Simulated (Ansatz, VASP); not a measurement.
# TiO2: VASP beside Ansatz

INCAR

```
SYSTEM = TiO2
PREC = Accurate
ENCUT = 520
EDIFF = 1E-6
ISMEAR = -1
SIGMA = 0.05
LREAL = .False.
LASPH = .True.
NELM = 100
ALGO = Normal
ISIF = 2
LWAVE = .False.
LCHARG = .False.
GGA = PE
ALDAC = 0.0
AGGAC = 0.0
NBANDS = 60
```

The input KPOINTS:

```
regular mesh
0
Gamma
  8 8 4
  0 0 0
```

POSCAR

```
TiO2
1.0
    6.0704105496     -1.8580131025      0.0000000000
    6.0704105496      1.8580131025      0.0000000000
   -1.9022644521      0.0000000000      6.2434298064
Ti O
4 8
Direct
    0.9000710000      0.9000710000      0.2896020000
    0.1952860000      0.1952860000      0.2837620000
    0.0999290000      0.0999290000      0.7103980000
    0.8047140000      0.8047140000      0.7162380000
    0.3619310000      0.3619310000      0.2933970000
    0.2634885000      0.2634885000      0.6525000000
    0.8671885000      0.8671885000      0.9952910000
    0.7365115000      0.7365115000      0.3475000000
    0.9416475000      0.9416475000      0.6300210000
    0.1328115000      0.1328115000      0.0047090000
    0.6380690000      0.6380690000      0.7066030000
    0.0583525000      0.0583525000      0.3699790000
```

The input input.yaml:

```yaml
crystal:
  lattice:
    - [6.0704105496, -1.8580131025, 0.0]
    - [6.0704105496, 1.8580131025, 0.0]
    - [-1.9022644521, 0.0, 6.2434298064]
  atoms:
    - { symbol: Ti, position: [0.900071, 0.900071, 0.289602] }
    - { symbol: Ti, position: [0.195286, 0.195286, 0.283762] }
    - { symbol: Ti, position: [0.099929, 0.099929, 0.710398] }
    - { symbol: Ti, position: [0.804714, 0.804714, 0.716238] }
    - { symbol: O, position: [0.361931, 0.361931, 0.293397] }
    - { symbol: O, position: [0.2634885, 0.2634885, 0.6525] }
    - { symbol: O, position: [0.8671885, 0.8671885, 0.995291] }
    - { symbol: O, position: [0.7365115, 0.7365115, 0.3475] }
    - { symbol: O, position: [0.9416475, 0.9416475, 0.630021] }
    - { symbol: O, position: [0.1328115, 0.1328115, 0.004709] }
    - { symbol: O, position: [0.638069, 0.638069, 0.706603] }
    - { symbol: O, position: [0.0583525, 0.0583525, 0.369979] }
hamiltonian:
  xc: { exchange: pbe, correlation: none }
  pseudopotentials: { kind: paw }
kpoints:
  mp_grid: { grid: [8, 8, 4] }
scf:
  occupations: { method: fermi_dirac, width: 0.05 }
output:
  forces: true
  stress: true
  eigenvalues: true
  write_density: true
  write_potential: true
  elf: true
  volumetric_format: npy
```

Alike in both runs: task single point; functional PBE exchange alone; k mesh 8 × 8 × 4; occupations fermi-dirac, width 0.05 eV; no spin polarisation.

```csv
,VASP,Ansatz
version,VASP 6.6.1,Ansatz 0.2.0
potentials or method,"VASP PAW PBE potentials, release 64 (Ti_sv, O)",Ansatz PAW
plane-wave cutoff (eV),520,420
valence electrons in the cell,96,96
```

Ansatz gave:

| Quantity | Value |
| --- | --- |
| gap on the k mesh at the Fermi level (eV) | 2.93 |
| least direct gap on the mesh (eV) | 3.11 |
| pressure (GPa) | 23.8 |
| traceless stress, the component that is largest in VASP (GPa) | 0.89 |
| rms of the force components (eV/Å) | 0.185 |

**Question.** What did VASP give for the same quantities?

**Answer.** gap on the k mesh at the Fermi level (eV): 2.91; least direct gap on the mesh (eV): 3.09; pressure (GPa): 24.8; traceless stress, the component that is largest in VASP (GPa): 1.07; rms of the force components (eV/Å): 0.205.

VASP's potentials were made for PBE, not for PBE exchange alone. Atom by atom the forces differ by 0.046 eV/Å (rms over components).
